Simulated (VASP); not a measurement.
# Pt (Fm-3m) in VASP: further runs

Runs on Pt. Level: LDA. Tasks: single point, relaxation of volume and atoms at fixed shape.

Everything below comes from runs of VASP 6.6.1. Logs are shortened: lines on timing, memory, paths and dates and some standing lists are left out, and cuts for length are marked.

## (1) The cell of the first run

The structure is cubic, space group Fm-3m (No. 225). Conventional cell: a = 3.893 Å, b = 3.893 Å, c = 3.893 Å, α = 90.00°, β = 90.00°, γ = 90.00°. Pt (site symmetry m-3m) has 12 Pt at 2.75 Å within 3.6 Å.

## (2) Single point, LDA

INCAR

```
SYSTEM = Pt
ALGO = Normal
EDIFF = 1E-6
ENCUT = 500
GGA = CA
GGA_COMPAT = .False.
ISIF = 2
ISMEAR = -1
LASPH = .True.
LCHARG = .True.
LELF = .True.
LREAL = .False.
LVHAR = .True.
LWAVE = .False.
NBANDS = 11
NELM = 120
PREC = Accurate
SIGMA = 0.1
```

KPOINTS

```
k-points
0
Gamma
  8 8 8
  0 0 0
```

POSCAR

```
Pt
1.0
    0.0000000000      1.9466031698      1.9466031698
    1.9466031698      0.0000000000      1.9466031698
    1.9466031698      1.9466031698      0.0000000000
Pt
1
Direct
    0.0000000000      0.0000000000      0.0000000000
```

Potentials or basis: VASP PAW LDA potentials, release 64 (Pt).

Started as:

```
$ cat potpaw_LDA.64/Pt/POTCAR > POTCAR
$ mpirun -np 1 vasp_std > vasp.out
```

OUTCAR:

```text
SYSTEM = Pt
   EDIFF = 1E-6
   ENCUT = 500
   GGA = CA
   ISIF = 2
   ISMEAR = -1
   LASPH = .True.
   LREAL = .False.
   NELM = 120
   PREC = Accurate

 ion  position               nearest neighbor table
   1  0.000  0.000  0.000-

  LATTYP: Found a face centered cubic cell.
 ALAT       =     3.8932063396

  Lattice vectors:

 A1 = (   0.0000000000,   1.9466031698,   1.9466031698)
 A2 = (   1.9466031698,   0.0000000000,   1.9466031698)
 A3 = (   1.9466031698,   1.9466031698,   0.0000000000)

Analysis of symmetry for initial positions (statically):
=====================================================================
 Subroutine PRICEL returns:
 Original cell was already a primitive cell.

 Routine SETGRP: Setting up the symmetry group for a
 face centered cubic supercell.

 Subroutine GETGRP returns: Found 48 space group operations
 (whereof 48 operations were pure point group operations)
 out of a pool of 48 trial point group operations.

The static configuration has the point symmetry O_h .

Analysis of symmetry for dynamics (positions and initial velocities):
=====================================================================
 Subroutine PRICEL returns:
 Original cell was already a primitive cell.

 Routine SETGRP: Setting up the symmetry group for a
 face centered cubic supercell.

 Subroutine GETGRP returns: Found 48 space group operations
 (whereof 48 operations were pure point group operations)
 out of a pool of 48 trial point group operations.

The dynamic configuration has the point symmetry O_h .

 Subroutine INISYM returns: Found 48 space group operations
 (whereof 48 operations are pure point group operations),
 and found     1 'primitive' translations

----------------------------------------------------------------------------------------

                                     Primitive cell

  volume of cell :      14.7524

  direct lattice vectors                    reciprocal lattice vectors
     0.000000000  1.946603170  1.946603170    -0.256857693  0.256857693  0.256857693
     1.946603170  0.000000000  1.946603170     0.256857693 -0.256857693  0.256857693
     1.946603170  1.946603170  0.000000000     0.256857693  0.256857693 -0.256857693

  length of vectors
     2.752912603  2.752912603  2.752912603     0.444890575  0.444890575  0.444890575

  position of ions in fractional coordinates (direct lattice)
     0.000000000  0.000000000  0.000000000

  ion indices of the primitive-cell ions
   primitive index   ion index
                 1           1

----------------------------------------------------------------------------------------

 KPOINTS: k-points

Automatic generation of k-mesh.
 Grid dimensions read from file:
 generate k-points for:    8    8    8

 Generating k-lattice:

  Cartesian coordinates                     Fractional coordinates (reciprocal lattice)
    -0.032107212  0.032107212  0.032107212     0.125000000  0.000000000  0.000000000
     0.032107212 -0.032107212  0.032107212     0.000000000  0.125000000  0.000000000
     0.032107212  0.032107212 -0.032107212     0.000000000  0.000000000  0.125000000

  Length of vectors
     0.055611322  0.055611322  0.055611322

  Shift w.r.t. Gamma in fractional coordinates (k-lattice)
     0.000000000  0.000000000  0.000000000

 Subroutine IBZKPT returns following result:
 ===========================================

 Found     29 irreducible k-points:

 Following reciprocal coordinates:
            Coordinates               Weight
  0.000000  0.000000  0.000000      1.000000
  0.125000  0.000000  0.000000      8.000000
  0.250000  0.000000  0.000000      8.000000
  0.375000  0.000000  0.000000      8.000000
  0.500000  0.000000  0.000000      4.000000
  0.125000  0.125000  0.000000      6.000000
[... 16 lines left out ...]
  0.500000  0.250000  0.125000     48.000000
 -0.375000  0.250000  0.125000     24.000000
 [... further k-points ...]
   k-points           NKPTS =     29   k-points in BZ     NKDIM =     29   number of bands    NBANDS=     11
   number of dos      NEDOS =    301   number of ions     NIONS =      1
   total plane-waves  NPLWV =   8000
   dimension x,y,z NGX =    20 NGY =   20 NGZ =   20
   dimension x,y,z NGXF=    40 NGYF=   40 NGZF=   40
   ions per type =               1
   NGX,Y,Z   is equivalent  to a cutoff of  12.08, 12.08, 12.08 a.u.
   NGXF,Y,Z  is equivalent  to a cutoff of  24.16, 24.16, 24.16 a.u.
 SYSTEM =  Pt
   PREC   = accura    normal or accurate (medium, high low for compatibility)
   ISTART =      0    job   : 0-new  1-cont  2-samecut
   ICHARG =      2    charge: 1-file 2-atom 10-const
   ISPIN  =      1    spin polarized calculation?
   LNONCOLLINEAR =      F non collinear calculations
   LSORBIT =      F    spin-orbit coupling
   LASPH  =      T    aspherical Exc in radial PAW
   ENCUT  =  500.0 eV  36.75 Ry    6.06 a.u.   5.02  5.02  5.02*2*pi/ulx,y,z
   NELM   =    120;   NELMIN=  2; NELMDL= -5     # of ELM steps
   EDIFF  = 0.1E-05   stopping-criterion for ELM
   LREAL  =      F    real-space projection
   EDIFFG = 0.1E-04   stopping-criterion for IOM
   NSW    =      0    number of steps for IOM
   IBRION =     -1    ionic relax: 0-MD 1-quasi-New 2-CG
   NFREE  =      0    steps in history (QN), initial steepest desc. (CG)
   ISIF   =      2    stress and relaxation
   ISYM   =      2    0-nonsym 1-usesym 2-fastsym
   POTIM  = 0.5000    time-step for ionic-motion
   TEBEG  =    0.0;   TEEND  =   0.0 temperature during run
   PSTRESS=    0.0 pullay stress
   NELECT =      10.0000    total number of electrons
   NUPDOWN=      -1.0000    fix difference up-down
   EMIN   =  10.00;   EMAX   =-10.00  energy-range for DOS
   EFERMI =   0.00;   METHOD = LEGACY
   ISMEAR =    -1;   SIGMA  =   0.10  broadening in eV -4-tet -1-fermi 0-gaus
   EFERMI_NEDOS =   21; number of points for ismear=-14 and -15
   IALGO  =     38    algorithm
   IMIX   =      4    mixing-type and parameters
     AMIX     =   0.40;   BMIX     =  1.00
     AMIX_MAG =   1.60;   BMIX_MAG =  1.00
  volume/ion in A,a.u.               =      14.75        99.55
  Fermi-wavevector in a.u.,A,eV,Ry     =   1.438094  2.717604 28.138421  2.068116
  Thomas-Fermi vector in A             =   2.557099
   LORBIT       =      0    0 simple, 1 ext, 2 COOP (PROOUT), +10 PAW based schemes
   GGA     = CA    functional components
   LHFCALC =     F    Hartree Fock is set to
   AEXX    =    0.0000 exact exchange contribution
   IVDW    =     0    specifies the selected vdW correction
   LEPSILON=     F    determine dielectric tensor
   LRPA    =     F    only Hartree local field effects (RPA)
 non-spin polarized calculation
  energy-cutoff  :      500.00
  volume of cell :       14.75
 maximum number of plane-waves:       388
   NGX =  9   NGY =  9   NGZ =  9

 number of electron      10.0000000 magnetization

 Free energy of the ion-electron system (eV)
  ---------------------------------------------------
  ext. energy  EPLUGINS =         0.00000000
  ---------------------------------------------------
  free energy    TOTEN  =        -7.52163556 eV

  energy without entropy =       -7.46706794  energy(sigma->0) =       -7.49435175

 E-fermi :  11.4951     XC(G=0): -13.8201

 val. band max:       11.3598091456   @ k =  -0.3750   0.3750   0.0000
 cond. band min:      11.5155677846   @ k =  -0.2500   0.1250   0.0000
 fundamental gap:      0.1557586390
 Fermi energy:        11.4951433269

 k-point     1 :       0.0000    0.0000    0.0000
  band No.  band energies     occupation
      1       1.0806      2.00000
      2       7.5954      2.00000
      3       7.5954      2.00000
      4       7.5954      2.00000
      5       9.8603      2.00000
      6       9.8603      2.00000
      7      26.1368      0.00000
      8      31.1793      0.00000
      9      31.1793      0.00000
     10      31.1793      0.00000
     11      36.7211      0.00000

 k-point     2 :       0.1250    0.0000    0.0000
  band No.  band energies     occupation
      1       1.7049      2.00000
      2       7.3439      2.00000
      3       7.8228      2.00000
      4       7.8228      2.00000
      5       9.7526      2.00000
      6       9.7526      2.00000
      7      27.0721      0.00000
      8      28.7479      0.00000
      9      32.1606      0.00000
     10      32.1606      0.00000
     11      38.1299      0.00000

 k-point     3 :       0.2500    0.0000    0.0000
  band No.  band energies     occupation
      1       3.1582      2.00000
      2       7.2428      2.00000
      3       7.9871      2.00000
      4       7.9871      2.00000
      5      10.0344      2.00000
      6      10.0344      2.00000
      7      24.9815      0.00000
      8      27.9928      0.00000
      9      34.4203      0.00000
     10      34.4203      0.00000
     11      35.2432      0.00000

 k-point     4 :       0.3750    0.0000    0.0000
  band No.  band energies     occupation
      1       3.9332      2.00000
      2       7.7007      2.00000
      3       7.7007      2.00000
      4       8.9600      2.00000
      5      11.0324      1.98064
      6      11.0324      1.98064
      7      20.5091      0.00000
      8      26.4395      0.00000
      9      32.0963      0.00000
     10      32.0963      0.00000
     11      38.2158      0.00000
[... 239 lines left out ...]
 k-point    22 :       0.3750    0.2500    0.1250
  band No.  band energies     occupation
      1       4.4654      2.00000
      2       6.2315      2.00000
      3       7.5862      2.00000
      4       9.3185      2.00000
      5       9.4235      2.00000
      6      11.5687      0.64796
      7      25.2292      0.00000
      8      27.5428      0.00000
      9      29.6510      0.00000
     10      31.8575      0.00000
     11      36.1621      0.00000

 k-point    23 :       0.5000    0.2500    0.1250
  band No.  band energies     occupation
      1       5.2690      2.00000
      2       6.7592      2.00000
      3       7.0551      2.00000
      4       9.0238      2.00000
      5      10.7720      1.99855
      6      13.5341      0.00000
      7      20.9709      0.00000
      8      26.1481      0.00000
      9      27.9154      0.00000
     10      32.2106      0.00000
     11      36.0151      0.00000

 k-point    24 :      -0.3750    0.2500    0.1250
  band No.  band energies     occupation
      1       5.2828      2.00000
      2       6.5413      2.00000
      3       7.9627      2.00000
      4       8.7495      2.00000
      5      11.3460      1.63258
      6      16.0547      0.00000
      7      17.1941      0.00000
      8      26.4837      0.00000
      9      26.7874      0.00000
     10      30.8087      0.00000
     11      37.9919      0.00000

 [... further k-points ...]
[... 5 lines left out ...]
  --------------------------------------------------------------------------------------
  -------------------------------------------------------------------------------------
  Total        0.0712980      0.0712980      0.0712980      0.0000000      0.0000000      0.0000000
  in kB        7.7432917      7.7432917      7.7432917      0.0000000      0.0000000      0.0000000
  external PRESSURE =       7.7432917 kB  Pullay stress =       0.0000000 kB

 VOLUME and BASIS-vectors are now :
 -----------------------------------------------------------------------------
  energy-cutoff  :      500.00
  volume of cell :       14.75
      direct lattice vectors                 reciprocal lattice vectors
     0.000000000  1.946603170  1.946603170    -0.256857693  0.256857693  0.256857693
     1.946603170  0.000000000  1.946603170     0.256857693 -0.256857693  0.256857693
     1.946603170  1.946603170  0.000000000     0.256857693  0.256857693 -0.256857693

 POSITION                                       TOTAL-FORCE (eV/Angst)
 -----------------------------------------------------------------------------------
      0.00000      0.00000      0.00000         0.000000      0.000000      0.000000
 -----------------------------------------------------------------------------------
    total drift:                                0.000000      0.000000     -0.000000

  FREE ENERGIE OF THE ION-ELECTRON SYSTEM (eV)
  ---------------------------------------------------
  free  energy   TOTEN  =        -7.5216355580 eV

  energy  without entropy=       -7.4670679389  energy(sigma->0) =       -7.49435175
```

Wall time 6.6 s (1 thread of Intel Xeon 8259CL, shared host); peak memory 0.12 GiB.

What came out:

- Free energy: -7.5216 eV
- Pressure: 0.8 GPa
- Band gap on the k mesh: zero (band 5 reaches 12.06 eV, above the bottom of band 6 at 9.75 eV)

Levels at points of the mesh, in eV from the Fermi level:
```
           k point  band 2  band 3  band 4  band 5  band 6  band 7  band 8  band 9
(0.00, 0.00, 0.00)   -3.90   -3.90   -3.90   -1.63   -1.63   14.64   19.68   19.68
(0.50, 0.00, 0.00)   -3.96   -3.96   -0.49    0.10    0.10    6.06   14.22   19.12
(0.50, 0.50, 0.00)   -6.83    0.08    0.56    0.56    1.80    9.17   11.49   11.49
```

Caveat: spin-orbit coupling is left out, which moves the levels of the heavy elements.

## (3) Relaxation of volume and atoms at fixed shape, LDA

This run uses another cell than the first one, of 15.08 Å³/atom, 1.022 times its volume.

INCAR

```
SYSTEM = Pt
PREC     = Accurate       ! precision mode
ENCUT    = 500            ! plane-wave cutoff, eV
EDIFF    = 1E-7           ! SCF threshold, eV
ISMEAR   = -1             ! smearing method
SIGMA    = 0.1            ! smearing width, eV
LREAL    = .False.        ! projectors in reciprocal space
LASPH    = .True.         ! aspherical terms in the spheres
NELM     = 120            ! most SCF steps
ALGO     = Normal         ! electronic algorithm
ISIF     = 8              ! what is computed and relaxed
LWAVE    = .False.        ! write WAVECAR
LCHARG   = .False.        ! write CHGCAR
GGA      = CA             ! functional
IBRION   = 2              ! ionic algorithm
NSW      = 80             ! ionic steps
EDIFFG   = -0.02          ! ionic threshold
GGA_COMPAT= .False.      
NELMIN   = 4
```

KPOINTS

```
regular mesh
0
Gamma
  8 8 8
  0 0 0
```

POSCAR

```
Pt
1.0
    0.0000000000      1.9609000000      1.9609000000
    1.9609000000      0.0000000000      1.9609000000
    1.9609000000      1.9609000000      0.0000000000
Pt
1
Direct
    0.0000000000      0.0000000000      0.0000000000
```

Potentials or basis: VASP PAW LDA potentials, release 64 (Pt).

Started as:

```
$ cat potpaw_LDA.64/Pt/POTCAR > POTCAR
$ mpirun -np 1 vasp_std > vasp.out
```

It took 11 s on 1 thread of Intel Xeon 8259CL, shared host; peak memory 0.13 GiB.

The run converged. Its results:

```
Free energy                            : -7.5220 eV
Relaxed volume                         : 14.80 Å³/atom
Relaxed cell                           : a = 2.756 Å, b = 2.756 Å, c = 2.756 Å, α = 60.00°, β = 60.00°, γ = 60.00°
Space group after relaxing (to 0.05 Å) : Fm-3m (No. 225)
Energy gained by relaxing              : 5.2 meV/atom
Ionic steps                            : 3
Pressure after relaxing                : -0.1 GPa
Band gap on the k mesh                 : zero (band 5 reaches 12.00 eV, above the bottom of band 6 at 9.70 eV)
```

The path:
```csv
step,energy change (eV),largest force (eV/Å),pressure (GPa),volume (Å³)
1,0.0000,0.0000,-5.66,15.08
2,0.0467,0.0000,21.05,13.95
3,-0.0052,0.0000,-0.15,14.80
```

Final structure:
```
Pt
1.0
     0.00000    1.94851    1.94851
     1.94851    0.00000    1.94851
     1.94851    1.94851    0.00000
Pt
1
Direct
  0.00000 0.00000 0.00000
```

Levels at points of the mesh, in eV from the Fermi level:
| k point | band 2 | band 3 | band 4 | band 5 | band 6 | band 7 | band 8 | band 9 |
| --- | --- | --- | --- | --- | --- | --- | --- | --- |
| (0.00, 0.00, 0.00) | -3.88 | -3.88 | -3.88 | -1.63 | -1.63 | 14.65 | 19.68 | 19.68 |
| (0.50, 0.00, 0.00) | -3.94 | -3.94 | -0.48 | 0.10 | 0.10 | 6.04 | 14.22 | 19.10 |
| (0.50, 0.50, 0.00) | -6.79 | 0.08 | 0.56 | 0.56 | 1.81 | 9.14 | 11.48 | 11.48 |

Caveat: spin-orbit coupling is left out, which moves the levels of the heavy elements.
